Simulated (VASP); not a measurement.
Here is a VASP 6.6.1 calculation.

Contents of INCAR:

```
SYSTEM = FeRu
PREC = Accurate
ENCUT = 520
EDIFF = 1E-7
ISMEAR = -1
SIGMA = 0.05
LREAL = .False.
LASPH = .True.
NELM = 60
ALGO = Normal
ISIF = 2
LWAVE = .False.
LCHARG = .False.
NBANDS = 18
```

KPOINTS

```
regular mesh
0
Gamma
  12 12 7
  0 0 0
```

Contents of POSCAR:

```
FeRu
1.0
    2.4117691133      0.0000000000      0.0000000000
   -1.2058845566      2.0886533202      0.0000000000
    0.0000000000      0.0000000000      3.7144099010
Fe Ru
1 1
Direct
    0.0000000000      0.0000000000      0.5000000000
    0.6666666667      0.3333333333      0.0000000000
```

Potentials or basis: VASP PAW LDA potentials, release 64 (Fe, Ru_pv).

Command:

```console
$ cat potpaw_LDA.64/Fe/POTCAR potpaw_LDA.64/Ru_pv/POTCAR > POTCAR
$ mpirun -np 1 vasp_std > vasp.out
```

(1) Estimate the pressure.

(2) Estimate the band gap on the k mesh.

Results:

(1) 117.6 GPa.

(2) zero (bands 11 and 12 overlap by 2.87 eV).

Caveat: the cell stands under pressure; the run has no spin polarisation, though such a crystal can be magnetic.
